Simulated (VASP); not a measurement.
A run of VASP 6.6.1 is set up as follows.

The input POSCAR:

```
Ni
1.0
    0.0000000000      2.5239140610      2.5239140610
    2.5239140610      0.0000000000      2.5239140610
    2.5239140610      2.5239140610      0.0000000000
Ni
2
Direct
    1.0000000000      1.0000000000      1.0000000000
    0.2500000000      0.2500000000      0.2500000000
```

INCAR.step1

```
PREC = Accurate
ENCUT = 660
ISMEAR = -1
SIGMA = 0.05
LREAL = False
LASPH = True
NELM = 200
ISPIN = 2
MAGMOM = 1.5 1.5
LMAXMIX = 4
NBANDS = 21
GGA = PE
ALGO = Normal
EDIFF = 1E-5
LWAVE = True
LCHARG = False
GGA_COMPAT = False
```

Contents of INCAR.step2:

```
PREC = Accurate
ENCUT = 660
EDIFF = 1E-6
ISMEAR = -1
SIGMA = 0.05
LREAL = False
LASPH = True
NELM = 200
ALGO = Normal
ISIF = 2
LWAVE = False
LCHARG = False
ISPIN = 2
MAGMOM = 1.5 1.5
LORBIT = 11
LMAXMIX = 4
METAGGA = R2SCAN
LMIXTAU = True
IVDW = 13
VDW_S6 = 1.0
VDW_S8 = 0.6018749
VDW_A1 = 0.51559235
VDW_A2 = 5.77342911
NBANDS = 21
ISTART = 1
GGA_COMPAT = False
```

The input KPOINTS:

```
regular mesh
0
Gamma
  6 6 6
```

Potentials or basis: VASP PAW PBE potentials, release 64 (Ni).

Command:

```console
$ cat potpaw_PBE.64/Ni/POTCAR > POTCAR
$ cp INCAR.step1 INCAR
$ mpirun -np 1 vasp_std > vasp.out
$ cp INCAR.step2 INCAR
$ mpirun -np 1 vasp_std > vasp.out
```

Estimate the dispersion energy per atom.

-0.135 eV.

Estimate the site moments.

Ni +0.83 μB.

Predict the pressure.

-0.1 GPa.

Estimate the net moment.

1.65 μB per cell.

Caveat: the PAW data sets were made with another functional, which shifts forces and pressure a little.
